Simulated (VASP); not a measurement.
# SnO2 (Pnnm) in VASP: a series of runs

The runs below take SnO2 through single point, with LDA.

Program: VASP 6.6.1. These are calculated values, not measurements. Logs are shortened: lines on timing, memory, paths and dates and some standing lists are left out, and cuts for length are marked.

### Step 1. The cell of the first run

It takes space group Pnnm (No. 58, orthorhombic). The conventional cell has a = 4.721 Å, b = 4.724 Å, c = 3.190 Å, α = 90.00°, β = 90.00°, γ = 90.00°. Within 2.7 Å of Sn (site symmetry 2/m) lie 6 O at 2.05 to 2.06 Å. O (site symmetry m) has 3 Sn at 2.05 to 2.06 Å and 1 O at 2.62 Å within 2.7 Å.

### Step 2. Single point, LDA (mode 4 (103.1 1/cm) frozen in, largest displacement -0.200 Å)

Input file INCAR:

```
SYSTEM = SnO2
PREC = Accurate
ENCUT = 520
EDIFF = 1E-6
ISMEAR = 0
SIGMA = 0.05
LREAL = .False.
LASPH = .True.
NELM = 100
ALGO = Normal
ISIF = 2
LWAVE = .False.
LCHARG = .False.
NBANDS = 35
```

Input file KPOINTS:

```
Automatic mesh
0
Gamma
  6 6 8
  0 0 0
```

Input file POSCAR:

```
SnO2
1.0
    4.7212714761      0.0000000000      0.0000000000
    0.0000000000      4.7242464798      0.0000000000
    0.0000000000      0.0000000000      3.1900193999
Sn O
2 4
Direct
    0.5000000000      0.5000000000      0.5000000000
    0.0000000000      0.0000000000      0.0000000000
    0.2756242364      0.3365186781      0.0000000000
    0.7756242364      0.1634813219      0.5000000000
    0.2243757636      0.8365186781      0.5000000000
    0.7243757636      0.6634813219      0.0000000000
```

Potentials or basis: VASP PAW LDA potentials, release 64 (Sn_d, O).

Run with:

```bash
$ cat potpaw_LDA.64/Sn_d/POTCAR potpaw_LDA.64/O/POTCAR > POTCAR
$ mpirun -np 1 vasp_std > vasp.out
```

OUTCAR:

```text
SYSTEM = SnO2
   PREC = Accurate
   ENCUT = 520
   EDIFF = 1E-6
   ISMEAR = 0
   LREAL = .False.
   LASPH = .True.
   NELM = 100
   ISIF = 2

 ion  position               nearest neighbor table
   1  0.500  0.500  0.500-   4 2.05   5 2.05   3 2.06   6 2.06   3 2.06   6 2.06   2 3.70   2 3.70
                             2 3.70   2 3.70   2 3.70   2 3.70   2 3.70   2 3.70
   2  0.000  0.000  0.000-   3 2.05   6 2.05   5 2.06   4 2.06   4 2.06   5 2.06   1 3.70   1 3.70
                             1 3.70   1 3.70   1 3.70   1 3.70   1 3.70   1 3.70
   3  0.276  0.337  0.000-   2 2.05   1 2.06   1 2.06
   4  0.776  0.163  0.500-   1 2.05   2 2.06   2 2.06
   5  0.224  0.837  0.500-   1 2.05   2 2.06   2 2.06
   6  0.724  0.663  0.000-   2 2.05   1 2.06   1 2.06

  LATTYP: Found a simple orthorhombic cell.
 ALAT       =     3.1900193999
 B/A-ratio  =     1.4800134056
 C/A-ratio  =     1.4809460030

  Lattice vectors:

 A1 = (   0.0000000000,   0.0000000000,   3.1900193999)
 A2 = (   4.7212714761,   0.0000000000,   0.0000000000)
 A3 = (   0.0000000000,   4.7242464798,   0.0000000000)

Analysis of symmetry for initial positions (statically):
=====================================================================
 Subroutine PRICEL returns:
 Original cell was already a primitive cell.

 Routine SETGRP: Setting up the symmetry group for a
 simple orthorhombic supercell.

 Subroutine GETGRP returns: Found  8 space group operations
 (whereof  4 operations were pure point group operations)
 out of a pool of  8 trial point group operations.

The static configuration has the point symmetry C_2h.
 The point group associated with its full space group is D_2h.

Analysis of symmetry for dynamics (positions and initial velocities):
=====================================================================
 Subroutine PRICEL returns:
 Original cell was already a primitive cell.

 Routine SETGRP: Setting up the symmetry group for a
 simple orthorhombic supercell.

 Subroutine GETGRP returns: Found  8 space group operations
 (whereof  4 operations were pure point group operations)
 out of a pool of  8 trial point group operations.

The dynamic configuration has the point symmetry C_2h.
 The point group associated with its full space group is D_2h.

 Subroutine INISYM returns: Found  8 space group operations
 (whereof  4 operations are pure point group operations),
 and found     1 'primitive' translations

----------------------------------------------------------------------------------------

                                     Primitive cell

  volume of cell :      71.1516

  direct lattice vectors                    reciprocal lattice vectors
     4.721271476  0.000000000  0.000000000     0.211807350  0.000000000  0.000000000
     0.000000000  4.724246480  0.000000000     0.000000000  0.211673968  0.000000000
     0.000000000  0.000000000  3.190019400     0.000000000  0.000000000  0.313477717

  length of vectors
     4.721271476  4.724246480  3.190019400     0.211807350  0.211673968  0.313477717

  position of ions in fractional coordinates (direct lattice)
     0.500000000  0.500000000  0.500000000
     0.000000000  0.000000000  0.000000000
     0.275624236  0.336518678  0.000000000
     0.775624236  0.163481322  0.500000000
     0.224375764  0.836518678  0.500000000
     0.724375764  0.663481322  0.000000000

  ion indices of the primitive-cell ions
   primitive index   ion index
                 1           1
                 2           2
                 3           3
                 4           4
                 5           5
                 6           6

----------------------------------------------------------------------------------------

 KPOINTS: Automatic mesh

Automatic generation of k-mesh.
 Grid dimensions read from file:
 generate k-points for:    6    6    8

 Generating k-lattice:

  Cartesian coordinates                     Fractional coordinates (reciprocal lattice)
     0.035301225  0.000000000  0.000000000     0.166666667  0.000000000  0.000000000
     0.000000000  0.035278995  0.000000000     0.000000000  0.166666667  0.000000000
     0.000000000  0.000000000  0.039184715     0.000000000  0.000000000  0.125000000

  Length of vectors
     0.035301225  0.035278995  0.039184715

  Shift w.r.t. Gamma in fractional coordinates (k-lattice)
     0.000000000  0.000000000  0.000000000

 Subroutine IBZKPT returns following result:
 ===========================================

 Found     80 irreducible k-points:

 Following reciprocal coordinates:
            Coordinates               Weight
  0.000000  0.000000  0.000000      1.000000
  0.166667  0.000000  0.000000      2.000000
  0.333333  0.000000  0.000000      2.000000
  0.500000  0.000000  0.000000      1.000000
  0.000000  0.166667  0.000000      2.000000
  0.166667  0.166667  0.000000      4.000000
[... 16 lines left out ...]
  0.333333  0.166667  0.125000      8.000000
  0.500000  0.166667  0.125000      4.000000
 [... further k-points ...]
   k-points           NKPTS =     80   k-points in BZ     NKDIM =     80   number of bands    NBANDS=     35
   number of dos      NEDOS =    301   number of ions     NIONS =      6
   total plane-waves  NPLWV =  31104
   dimension x,y,z NGX =    36 NGY =   36 NGZ =   24
   dimension x,y,z NGXF=    72 NGYF=   72 NGZF=   48
   ions per type =               2   4
   NGX,Y,Z   is equivalent  to a cutoff of  12.68, 12.67, 12.51 a.u.
   NGXF,Y,Z  is equivalent  to a cutoff of  25.35, 25.34, 25.01 a.u.
 SYSTEM =  SnO2
   PREC   = accura    normal or accurate (medium, high low for compatibility)
   ISTART =      0    job   : 0-new  1-cont  2-samecut
   ICHARG =      2    charge: 1-file 2-atom 10-const
   ISPIN  =      1    spin polarized calculation?
   LNONCOLLINEAR =      F non collinear calculations
   LSORBIT =      F    spin-orbit coupling
   LASPH  =      T    aspherical Exc in radial PAW
   ENCUT  =  520.0 eV  38.22 Ry    6.18 a.u.   8.78  8.78  5.93*2*pi/ulx,y,z
   NELM   =    100;   NELMIN=  2; NELMDL= -5     # of ELM steps
   EDIFF  = 0.1E-05   stopping-criterion for ELM
   LREAL  =      F    real-space projection
   EDIFFG = 0.1E-04   stopping-criterion for IOM
   NSW    =      0    number of steps for IOM
   IBRION =     -1    ionic relax: 0-MD 1-quasi-New 2-CG
   NFREE  =      0    steps in history (QN), initial steepest desc. (CG)
   ISIF   =      2    stress and relaxation
   ISYM   =      2    0-nonsym 1-usesym 2-fastsym
   POTIM  = 0.5000    time-step for ionic-motion
   TEBEG  =    0.0;   TEEND  =   0.0 temperature during run
   PSTRESS=    0.0 pullay stress
   NELECT =      52.0000    total number of electrons
   NUPDOWN=      -1.0000    fix difference up-down
   EMIN   =  10.00;   EMAX   =-10.00  energy-range for DOS
   EFERMI =   0.00;   METHOD = LEGACY
   ISMEAR =     0;   SIGMA  =   0.05  broadening in eV -4-tet -1-fermi 0-gaus
   EFERMI_NEDOS =   21; number of points for ismear=-14 and -15
   IALGO  =     38    algorithm
   IMIX   =      4    mixing-type and parameters
     AMIX     =   0.40;   BMIX     =  1.00
     AMIX_MAG =   1.60;   BMIX_MAG =  1.00
  volume/ion in A,a.u.               =      11.86        80.03
  Fermi-wavevector in a.u.,A,eV,Ry     =   1.474623  2.786633 29.586045  2.174513
  Thomas-Fermi vector in A             =   2.589372
   LORBIT       =      0    0 simple, 1 ext, 2 COOP (PROOUT), +10 PAW based schemes
   GGA     = CA    functional components
   LHFCALC =     F    Hartree Fock is set to
   AEXX    =    0.0000 exact exchange contribution
   IVDW    =     0    specifies the selected vdW correction
   LEPSILON=     F    determine dielectric tensor
   LRPA    =     F    only Hartree local field effects (RPA)
 non-spin polarized calculation
 Gauss-broadening in eV      SIGMA  =   0.05
  energy-cutoff  :      520.00
  volume of cell :       71.15
 maximum number of plane-waves:      1944
 NGX is ok and might be reduce to    36
   NGX = 17   NGY = 17   NGZ = 11

 number of electron      51.9999991 magnetization

 Free energy of the ion-electron system (eV)
  ---------------------------------------------------
  ext. energy  EPLUGINS =         0.00000000
  ---------------------------------------------------
  free energy    TOTEN  =       -42.21847425 eV

  energy without entropy =      -42.21847425  energy(sigma->0) =      -42.21847425

 E-fermi :   6.0063     XC(G=0): -11.8491

 val. band max:        5.7255479836   @ k =   0.1667   0.0000   0.0000
 cond. band min:       7.1361383603   @ k =   0.0000   0.0000   0.0000
 fundamental gap:      1.4105903768
 Fermi energy:         6.0062810387

 k-point     1 :       0.0000    0.0000    0.0000
  band No.  band energies     occupation
      1     -15.0454      2.00000
      2     -14.2909      2.00000
      3     -14.0422      2.00000
      4     -14.0218      2.00000
      5     -14.0093      2.00000
      6     -13.9359      2.00000
[... 27 lines left out ...]
     34      17.7929      0.00000
     35      18.2096      0.00000

 k-point     2 :       0.1667    0.0000    0.0000
  band No.  band energies     occupation
      1     -15.0026      2.00000
      2     -14.3366      2.00000
      3     -14.0409      2.00000
      4     -14.0192      2.00000
      5     -14.0081      2.00000
      6     -13.9693      2.00000
[... 27 lines left out ...]
     34      17.8802      0.00000
     35      18.1661      0.00000

 k-point     3 :       0.3333    0.0000    0.0000
  band No.  band energies     occupation
      1     -14.8790      2.00000
      2     -14.4864      2.00000
      3     -14.0372      2.00000
      4     -14.0130      2.00000
      5     -14.0125      2.00000
      6     -14.0063      2.00000
[... 27 lines left out ...]
     34      18.2819      0.00000
     35      18.4243      0.00000
[... 723 lines left out ...]
 k-point    23 :       0.3333    0.1667    0.1250
  band No.  band energies     occupation
      1     -14.8145      2.00000
      2     -14.5050      2.00000
      3     -14.1571      2.00000
      4     -14.1484      2.00000
      5     -13.9947      2.00000
      6     -13.9521      2.00000
[... 27 lines left out ...]
     34      18.0117      0.00000
     35      18.5778      0.00000

 k-point    24 :       0.5000    0.1667    0.1250
  band No.  band energies     occupation
      1     -14.6730      2.00000
      2     -14.6730      2.00000
      3     -14.1538      2.00000
      4     -14.1538      2.00000
      5     -13.9741      2.00000
      6     -13.9741      2.00000
[... 27 lines left out ...]
     34      17.9791      0.00000
     35      18.6285      0.00000

 [... further k-points ...]

------------------------ aborting loop because EDIFF is reached ----------------------------------------

  FORCE on cell =-STRESS in cart. coord.  units (eV):
  Direction    XX          YY          ZZ          XY          YZ          ZX
  --------------------------------------------------------------------------------------
  -------------------------------------------------------------------------------------
  Total       -0.9541219     -0.0347929     -0.3749156     -0.0000000      0.0000000      0.0000000
  in kB      -21.4847142     -0.7834593     -8.4422697     -0.0000000      0.0000000      0.0000000
  external PRESSURE =     -10.2368144 kB  Pullay stress =       0.0000000 kB

 VOLUME and BASIS-vectors are now :
 -----------------------------------------------------------------------------
  energy-cutoff  :      520.00
  volume of cell :       71.15
      direct lattice vectors                 reciprocal lattice vectors
     4.721271476  0.000000000  0.000000000     0.211807350  0.000000000  0.000000000
     0.000000000  4.724246480  0.000000000     0.000000000  0.211673968  0.000000000
     0.000000000  0.000000000  3.190019400     0.000000000  0.000000000  0.313477717

 POSITION                                       TOTAL-FORCE (eV/Angst)
 -----------------------------------------------------------------------------------
      2.36064      2.36212      1.59501         0.000000     -0.000000      0.000000
      0.00000      0.00000      0.00000         0.000000     -0.000000      0.000000
      1.30130      1.58980      0.00000         0.194241     -0.072004      0.000000
      3.66193      0.77233      1.59501         0.194241      0.072004      0.000000
      1.05934      3.95192      1.59501        -0.194241     -0.072004     -0.000000
      3.41997      3.13445      0.00000        -0.194241      0.072004     -0.000000
 -----------------------------------------------------------------------------------
    total drift:                                0.000000      0.000000      0.000000

  FREE ENERGIE OF THE ION-ELECTRON SYSTEM (eV)
  ---------------------------------------------------
  free  energy   TOTEN  =       -42.2184742530 eV

  energy  without entropy=      -42.2184742530  energy(sigma->0) =      -42.21847425
```

Wall time 54 s (1 thread of Intel Xeon 6975P-C (Granite Rapids), shared host); peak memory 0.25 GiB.

What came out:

```
Free energy            : -42.2185 eV
Pressure               : -1.0 GPa
Largest force          : 0.207 eV/Å
Band gap on the k mesh : 1.41 eV, indirect (least direct gap 1.44 eV)
```

Forces in eV/Å, atoms in the order of the input:
```
Sn   0.000  0.000  0.000
Sn   0.000  0.000  0.000
O    0.194 -0.072  0.000
O    0.194  0.072  0.000
O   -0.194 -0.072  0.000
O   -0.194  0.072  0.000
```

Caveat: the cell differs from its parent crystal (mode 4 (103.1 1/cm) frozen in, largest displacement -0.200 Å); spin-orbit coupling is left out, which moves the levels of the heavy elements.

### Step 3. Single point, LDA (mode 4 (103.1 1/cm) frozen in, largest displacement +0.150 Å)

Input file INCAR:

```
PREC = Accurate
ENCUT = 520
EDIFF = 1E-6
ISMEAR = 0
SIGMA = 0.05
LREAL = False
LASPH = True
NELM = 60
ALGO = Normal
ISIF = 2
LWAVE = False
LCHARG = False
GGA = CA
NBANDS = 35
```

Input file KPOINTS:

```
regular mesh
0
Gamma
  6 6 8
```

Input file POSCAR:

```
SnO2
1.0
    4.7212714761      0.0000000000      0.0000000000
    0.0000000000      4.7242464798      0.0000000000
    0.0000000000      0.0000000000      3.1900193999
Sn O
2 4
Direct
    0.5000000000      0.5000000000      0.5000000000
    0.0000000000      0.0000000000      0.0000000000
    0.3280240176      0.2841122001      0.0000000000
    0.8280240176      0.2158877999      0.5000000000
    0.1719759824      0.7841122001      0.5000000000
    0.6719759824      0.7158877999      0.0000000000
```

Potentials or basis: VASP PAW LDA potentials, release 64 (Sn_d, O).

Run with:

```bash
$ cat potpaw_LDA.64/Sn_d/POTCAR potpaw_LDA.64/O/POTCAR > POTCAR
$ mpirun -np 1 vasp_std > vasp.out
```

It took 55 s on 1 thread of Intel Xeon 6975P-C (Granite Rapids), shared host; peak memory 0.26 GiB.

The run converged. Its results:

```
Free energy            : -42.2513 eV
Pressure               : 0.0 GPa
Largest force          : 0.117 eV/Å
Band gap on the k mesh : 1.33 eV, direct
```

Forces in eV/Å, atoms in the order of the input:
```
Sn   0.000  0.000  0.000
Sn   0.000  0.000  0.000
O   -0.051  0.106  0.000
O   -0.051 -0.106  0.000
O    0.051  0.106  0.000
O    0.051 -0.106  0.000
```

Stress tensor (GPa, compression positive):
```
 0.66  0.00  0.00
 0.00 -1.01  0.00
 0.00  0.00  0.21
```

Levels at points of the mesh, in eV from the valence-band top:
```tsv
k point	band 23	band 24	band 25	band 26	band 27	band 28	band 29	band 30
(0.00, 0.00, 0.00)	-1.05	-0.68	-0.57	0.00	1.33	6.02	6.19	6.29
(0.50, 0.00, 0.00)	-1.09	-1.09	-0.61	-0.61	4.54	4.54	7.33	7.33
(0.00, 0.50, 0.00)	-1.09	-1.09	-0.36	-0.36	4.28	4.28	6.59	6.59
(0.50, 0.50, 0.00)	-1.23	-1.23	-0.73	-0.73	4.85	4.85	7.38	7.38
(0.00, 0.00, 0.50)	-1.60	-1.60	-1.05	-1.05	6.10	6.10	9.59	9.59
(0.50, 0.00, 0.50)	-1.13	-1.13	-0.49	-0.49	6.30	6.30	7.81	7.81
(0.00, 0.50, 0.50)	-0.88	-0.88	-0.72	-0.72	6.44	6.44	8.12	8.12
(0.50, 0.50, 0.50)	-0.87	-0.87	-0.65	-0.65	4.80	4.80	8.79	8.79
```

Caveat: the cell differs from its parent crystal (mode 4 (103.1 1/cm) frozen in, largest displacement +0.150 Å); spin-orbit coupling is left out, which moves the levels of the heavy elements.

### Step 4. Single point, LDA (mode 4 (103.1 1/cm) frozen in, largest displacement +0.200 Å)

INCAR, as its differences from that of step 3:

```diff
@@ -12,3 +12,2 @@
 LCHARG = False
-GGA = CA
 NBANDS = 35
```

KPOINTS is that of step 3.

Input file POSCAR:

```
SnO2
1.0
    4.7212714761      0.0000000000      0.0000000000
    0.0000000000      4.7242464798      0.0000000000
    0.0000000000      0.0000000000      3.1900193999
Sn O
2 4
Direct
    0.5000000000      0.5000000000      0.5000000000
    0.0000000000      0.0000000000      0.0000000000
    0.3355097006      0.2766255603      0.0000000000
    0.8355097006      0.2233744397      0.5000000000
    0.1644902994      0.7766255603      0.5000000000
    0.6644902994      0.7233744397      0.0000000000
```

Run with:

```bash
$ cat potpaw_LDA.64/Sn_d/POTCAR potpaw_LDA.64/O/POTCAR > POTCAR
$ mpirun -np 1 vasp_std > vasp.out
```

Wall time 57 s (1 thread of Intel Xeon 6975P-C (Granite Rapids), shared host); peak memory 0.26 GiB.

The run converged. Its results:

```
Free energy            : -42.2228 eV
Pressure               : -0.9 GPa
Largest force          : 0.197 eV/Å
Band gap on the k mesh : 1.40 eV, indirect (least direct gap 1.42 eV)
```

Forces in eV/Å, atoms in the order of the input:
```
Sn   0.000  0.000  0.000
Sn   0.000  0.000  0.000
O   -0.066  0.186  0.000
O   -0.066 -0.186  0.000
O    0.066  0.186  0.000
O    0.066 -0.186  0.000
```

Stress tensor (GPa, compression positive):
```
 0.07  0.00  0.00
 0.00 -2.06  0.00
 0.00  0.00 -0.71
```

Levels at points of the mesh, in eV from the valence-band top:
```tsv
k point	band 23	band 24	band 25	band 26	band 27	band 28	band 29	band 30
(0.00, 0.00, 0.00)	-0.94	-0.59	-0.44	-0.02	1.40	6.03	6.27	6.40
(0.50, 0.00, 0.00)	-1.01	-1.01	-0.55	-0.55	4.60	4.60	7.50	7.50
(0.00, 0.50, 0.00)	-1.00	-1.00	-0.22	-0.22	4.24	4.24	6.54	6.54
(0.50, 0.50, 0.00)	-1.15	-1.15	-0.62	-0.62	4.89	4.89	7.39	7.39
(0.00, 0.00, 0.50)	-1.54	-1.54	-0.90	-0.90	6.09	6.09	9.59	9.59
(0.50, 0.00, 0.50)	-1.11	-1.11	-0.40	-0.40	6.25	6.25	7.77	7.77
(0.00, 0.50, 0.50)	-0.76	-0.76	-0.71	-0.71	6.45	6.45	8.18	8.18
(0.50, 0.50, 0.50)	-0.82	-0.82	-0.54	-0.54	4.83	4.83	8.87	8.87
```

Caveat: the cell differs from its parent crystal (mode 4 (103.1 1/cm) frozen in, largest displacement +0.200 Å); spin-orbit coupling is left out, which moves the levels of the heavy elements. A k mesh can miss the band edges.
